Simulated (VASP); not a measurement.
# WC (Qusongite) (P-6m2) in VASP: notebook

WC (Qusongite) is run at these levels: RPBE+D4, PBEsol+D3(BJ), LDA, PBEsol; tasks: single point, relaxation of cell and atoms.

All numbers are computed with VASP 6.6.1; they aren't measurements. Logs are shortened: lines on timing, memory, paths and dates and some standing lists are left out, and cuts for length are marked.

## 1. The cell of the first run

Symmetry: P-6m2, No. 187, hexagonal system. The conventional cell has a = 2.895 Å, b = 2.895 Å, c = 2.830 Å, α = 90.00°, β = 90.00°, γ = 120.00°. W (site symmetry -6m2) has 6 C at 2.19 Å and 8 W at 2.83 to 2.90 Å within 2.9 Å. C (site symmetry -6m2) has 6 W at 2.19 Å and 8 C at 2.83 to 2.90 Å within 2.9 Å.

## 2. Single point, RPBE+D4

Contents of INCAR:

```
  PREC = Accurate
  ENCUT = 520
  EDIFF = 1E-6
  ISMEAR = -1
  SIGMA = 0.05
  LREAL = False
  LASPH = True
  NELM = 100
  ALGO = Normal
  ISIF = 2
  LWAVE = False
  LCHARG = False
  GGA = RP
  IVDW = 13
  NBANDS = 16
```

Contents of KPOINTS:

```
Automatic mesh
0
Gamma
  10 10 9
```

Contents of POSCAR:

```
WC
1.0
    2.8951765422      0.0000000000      0.0000000000
   -1.4475882711      2.5072964340      0.0000000000
    0.0000000000      0.0000000000      2.8297374771
W C
1 1
Direct
    0.0000000000      0.0000000000      0.0000000000
    0.6666666667      0.3333333333      0.5000000000
```

Potentials or basis: VASP PAW PBE potentials, release 64 (W_sv, C).

On the command line:

```sh
$ cat potpaw_PBE.64/W_sv/POTCAR potpaw_PBE.64/C/POTCAR > POTCAR
$ mpirun -np 1 vasp_std > vasp.out
```

OUTCAR:

```text
PREC = Accurate
   ENCUT = 520
   EDIFF = 1E-6
   ISMEAR = -1
   LREAL = False
   LASPH = True
   NELM = 100
   ISIF = 2
   GGA = RP
   IVDW = 13

 ion  position               nearest neighbor table
   1  0.000  0.000  0.000-   2 2.19   2 2.19   2 2.19   2 2.19   2 2.19   2 2.19
   2  0.667  0.333  0.500-   1 2.19   1 2.19   1 2.19   1 2.19   1 2.19   1 2.19

  LATTYP: Found a hexagonal cell.
 ALAT       =     2.8951765422
 C/A-ratio  =     0.9773972108

  Lattice vectors:

 A1 = (   2.8951765422,   0.0000000000,   0.0000000000)
 A2 = (  -1.4475882711,   2.5072964340,   0.0000000000)
 A3 = (   0.0000000000,   0.0000000000,   2.8297374771)

Analysis of symmetry for initial positions (statically):
=====================================================================
 Subroutine PRICEL returns:
 Original cell was already a primitive cell.

 Routine SETGRP: Setting up the symmetry group for a
 hexagonal supercell.

 Subroutine GETGRP returns: Found 12 space group operations
 (whereof 12 operations were pure point group operations)
 out of a pool of 24 trial point group operations.

The static configuration has the point symmetry D_3h.

Analysis of symmetry for dynamics (positions and initial velocities):
=====================================================================
 Subroutine PRICEL returns:
 Original cell was already a primitive cell.

 Routine SETGRP: Setting up the symmetry group for a
 hexagonal supercell.

 Subroutine GETGRP returns: Found 12 space group operations
 (whereof 12 operations were pure point group operations)
 out of a pool of 24 trial point group operations.

The dynamic configuration has the point symmetry D_3h.

 Subroutine INISYM returns: Found 12 space group operations
 (whereof 12 operations are pure point group operations),
 and found     1 'primitive' translations

----------------------------------------------------------------------------------------

                                     Primitive cell

  volume of cell :      20.5413

  direct lattice vectors                    reciprocal lattice vectors
     2.895176542  0.000000000  0.000000000     0.345402080  0.199417984  0.000000000
    -1.447588271  2.507296434  0.000000000     0.000000000  0.398835968  0.000000000
     0.000000000  0.000000000  2.829737477     0.000000000  0.000000000  0.353389672

  length of vectors
     2.895176542  2.895176542  2.829737477     0.398835968  0.398835968  0.353389672

  position of ions in fractional coordinates (direct lattice)
     0.000000000  0.000000000  0.000000000
     0.666666667  0.333333333  0.500000000

  ion indices of the primitive-cell ions
   primitive index   ion index
                 1           1
                 2           2

----------------------------------------------------------------------------------------

 KPOINTS: Automatic mesh

Automatic generation of k-mesh.
 Grid dimensions read from file:
 generate k-points for:   10   10    9

 Generating k-lattice:

  Cartesian coordinates                     Fractional coordinates (reciprocal lattice)
     0.034540208  0.019941798  0.000000000     0.100000000  0.000000000  0.000000000
     0.000000000  0.039883597  0.000000000     0.000000000  0.100000000  0.000000000
     0.000000000  0.000000000  0.039265519     0.000000000  0.000000000  0.111111111

  Length of vectors
     0.039883597  0.039883597  0.039265519

  Shift w.r.t. Gamma in fractional coordinates (k-lattice)
     0.000000000  0.000000000  0.000000000

 Subroutine IBZKPT returns following result:
 ===========================================

 Found     70 irreducible k-points:

 Following reciprocal coordinates:
            Coordinates               Weight
  0.000000  0.000000  0.000000      1.000000
  0.100000 -0.000000  0.000000      6.000000
  0.200000 -0.000000  0.000000      6.000000
  0.300000  0.000000  0.000000      6.000000
  0.400000 -0.000000  0.000000      6.000000
  0.500000  0.000000  0.000000      3.000000
[... 16 lines left out ...]
  0.300000  0.100000  0.111111     24.000000
  0.400000  0.100000  0.111111     24.000000
 [... further k-points ...]
   k-points           NKPTS =     70   k-points in BZ     NKDIM =     70   number of bands    NBANDS=     16
   number of dos      NEDOS =    301   number of ions     NIONS =      2
   total plane-waves  NPLWV =  13824
   dimension x,y,z NGX =    24 NGY =   24 NGZ =   24
   dimension x,y,z NGXF=    48 NGYF=   48 NGZF=   48
   ions per type =               1   1
   NGX,Y,Z   is equivalent  to a cutoff of  13.78, 13.78, 14.10 a.u.
   NGXF,Y,Z  is equivalent  to a cutoff of  27.56, 27.56, 28.20 a.u.
 SYSTEM =  unknown system
   PREC   = accura    normal or accurate (medium, high low for compatibility)
   ISTART =      0    job   : 0-new  1-cont  2-samecut
   ICHARG =      2    charge: 1-file 2-atom 10-const
   ISPIN  =      1    spin polarized calculation?
   LNONCOLLINEAR =      F non collinear calculations
   LSORBIT =      F    spin-orbit coupling
   LASPH  =      T    aspherical Exc in radial PAW
   ENCUT  =  520.0 eV  38.22 Ry    6.18 a.u.   5.38  5.38  5.26*2*pi/ulx,y,z
   NELM   =    100;   NELMIN=  2; NELMDL= -5     # of ELM steps
   EDIFF  = 0.1E-05   stopping-criterion for ELM
   LREAL  =      F    real-space projection
   EDIFFG = 0.1E-04   stopping-criterion for IOM
   NSW    =      0    number of steps for IOM
   IBRION =     -1    ionic relax: 0-MD 1-quasi-New 2-CG
   NFREE  =      0    steps in history (QN), initial steepest desc. (CG)
   ISIF   =      2    stress and relaxation
   ISYM   =      2    0-nonsym 1-usesym 2-fastsym
   POTIM  = 0.5000    time-step for ionic-motion
   TEBEG  =    0.0;   TEEND  =   0.0 temperature during run
   PSTRESS=    0.0 pullay stress
   NELECT =      18.0000    total number of electrons
   NUPDOWN=      -1.0000    fix difference up-down
   EMIN   =  10.00;   EMAX   =-10.00  energy-range for DOS
[... 5 lines left out ...]
     AMIX     =   0.40;   BMIX     =  1.00
     AMIX_MAG =   1.60;   BMIX_MAG =  1.00
  volume/ion in A,a.u.               =      10.27        69.31
  Fermi-wavevector in a.u.,A,eV,Ry     =   1.566595  2.960435 33.391684  2.454220
  Thomas-Fermi vector in A             =   2.668900
   LORBIT       =      0    0 simple, 1 ext, 2 COOP (PROOUT), +10 PAW based schemes
   GGA     = RP    functional components
   LHFCALC =     F    Hartree Fock is set to
   AEXX    =    0.0000 exact exchange contribution
   IVDW    =    13    specifies the selected vdW correction
   LEPSILON=     F    determine dielectric tensor
   LRPA    =     F    only Hartree local field effects (RPA)
 non-spin polarized calculation
  energy-cutoff  :      520.00
  volume of cell :       20.54
 maximum number of plane-waves:       569
 NGX is ok and might be reduce to    24
   NGX = 11   NGY = 11   NGZ = 11

 number of electron      18.0000000 magnetization

 Free energy of the ion-electron system (eV)
  ---------------------------------------------------
  ext. energy  EPLUGINS =         0.00000000
  ---------------------------------------------------
  free energy    TOTEN  =       -21.37435408 eV

  energy without entropy =      -21.37247128  energy(sigma->0) =      -21.37341268

 E-fermi :  11.3188     XC(G=0): -13.8104

 val. band max:       11.2343969831   @ k =   0.0000   0.0000   0.3333
 cond. band min:      11.3367761875   @ k =   0.1000  -0.0000   0.3333
 fundamental gap:      0.1023792045
 Fermi energy:        11.3187894152

 k-point     1 :       0.0000    0.0000    0.0000
  band No.  band energies     occupation
      1     -62.6915      2.00000
      2     -26.6726      2.00000
      3     -26.5591      2.00000
      4     -26.5591      2.00000
      5      -3.2610      2.00000
      6       6.9444      2.00000
[... 8 lines left out ...]
     15      25.7414      0.00000
     16      28.1333      0.00000

 k-point     2 :       0.1000   -0.0000    0.0000
  band No.  band energies     occupation
      1     -62.6857      2.00000
      2     -26.6616      2.00000
      3     -26.6443      2.00000
      4     -26.5783      2.00000
      5      -2.9975      2.00000
      6       6.9818      2.00000
[... 8 lines left out ...]
     15      25.2909      0.00000
     16      28.6895      0.00000

 k-point     3 :       0.2000   -0.0000    0.0000
  band No.  band energies     occupation
      1     -62.6703      2.00000
      2     -26.8622      2.00000
      3     -26.6328      2.00000
      4     -26.6283      2.00000
      5      -2.2736      2.00000
      6       6.2551      2.00000
[... 8 lines left out ...]
     15      25.1048      0.00000
     16      29.8145      0.00000

 k-point     4 :       0.3000    0.0000    0.0000
  band No.  band energies     occupation
      1     -62.6513      2.00000
      2     -27.1226      2.00000
      3     -26.6894      2.00000
      4     -26.5968      2.00000
      5      -1.2768      2.00000
      6       5.2611      2.00000
[... 8 lines left out ...]
     15      26.0673      0.00000
     16      28.7718      0.00000
[... 324 lines left out ...]
 k-point    22 :       0.2000    0.1000    0.1111
  band No.  band energies     occupation
      1     -62.6531      2.00000
      2     -27.0026      2.00000
      3     -26.6979      2.00000
      4     -26.6809      2.00000
      5      -1.4174      2.00000
      6       5.8033      2.00000
[... 8 lines left out ...]
     15      25.0125      0.00000
     16      29.1124      0.00000

 k-point    23 :       0.3000    0.1000    0.1111
  band No.  band energies     occupation
      1     -62.6359      2.00000
      2     -27.2173      2.00000
      3     -26.7510      2.00000
      4     -26.6632      2.00000
      5      -0.4839      2.00000
      6       4.9235      2.00000
[... 8 lines left out ...]
     15      25.7208      0.00000
     16      28.0561      0.00000

 k-point    24 :       0.4000    0.1000    0.1111
  band No.  band energies     occupation
      1     -62.6253      2.00000
      2     -27.3469      2.00000
      3     -26.7940      2.00000
      4     -26.6416      2.00000
      5       0.2025      2.00000
      6       4.3549      2.00000
[... 8 lines left out ...]
     15      24.8798      0.00000
     16      28.9212      0.00000

 [... further k-points ...]

------------------------ aborting loop because EDIFF is reached ----------------------------------------

  DFT-D4 for vdW energy calculation

  Edisp (eV):   -1.88866

  FORCE on cell =-STRESS in cart. coord.  units (eV):
  Direction    XX          YY          ZZ          XY          YZ          ZX
  --------------------------------------------------------------------------------------
  -------------------------------------------------------------------------------------
  Total       0.12000     0.12000     0.15425     0.00000    -0.00000     0.00000
  in kB       9.35975     9.35975    12.03130     0.00000    -0.00000     0.00000
  external pressure =       10.25 kB  Pullay stress =        0.00 kB

 VOLUME and BASIS-vectors are now :
 -----------------------------------------------------------------------------
  energy-cutoff  :      520.00
  volume of cell :       20.54
      direct lattice vectors                 reciprocal lattice vectors
     2.895176542  0.000000000  0.000000000     0.345402080  0.199417984  0.000000000
    -1.447588271  2.507296434  0.000000000     0.000000000  0.398835968  0.000000000
     0.000000000  0.000000000  2.829737477     0.000000000  0.000000000  0.353389672

 POSITION                                       TOTAL-FORCE (eV/Angst)
 -----------------------------------------------------------------------------------
      0.00000      0.00000      0.00000        -0.000000      0.000000      0.000000
      1.44759      0.83577      1.41487         0.000000     -0.000000      0.000000
 -----------------------------------------------------------------------------------
    total drift:                                0.000000     -0.000000      0.000000

  FREE ENERGIE OF THE ION-ELECTRON SYSTEM (eV)
  ---------------------------------------------------
  free  energy   TOTEN  =       -23.2630103771 eV

  energy  without entropy=      -23.2611275705  energy(sigma->0) =      -23.26206897
```

Wall time 11 s (1 thread of Intel Xeon Platinum 8375C at 2.90GHz (Ice Lake), shared host); peak memory 0.16 GiB.

What came out:

```yaml
Free_energy: -23.2630 eV
Pressure: 1.0 GPa
Band_gap_on_the_k_mesh: zero (band 9 reaches 11.97 eV, above the bottom of band 10 at 10.77 eV)
Dispersion_energy_per_atom: -0.944 eV
```

Stress tensor (GPa, compression positive):
```
0.94 0.00 0.00
0.00 0.94 0.00
0.00 0.00 1.20
```

Caveat: the PAW data sets were made with another functional, which shifts forces and pressure a little; spin-orbit coupling is left out, which moves the levels of the heavy elements; pairwise dispersion overbinds metals, which lowers pressure and volume.

[end of part 1 of 2]
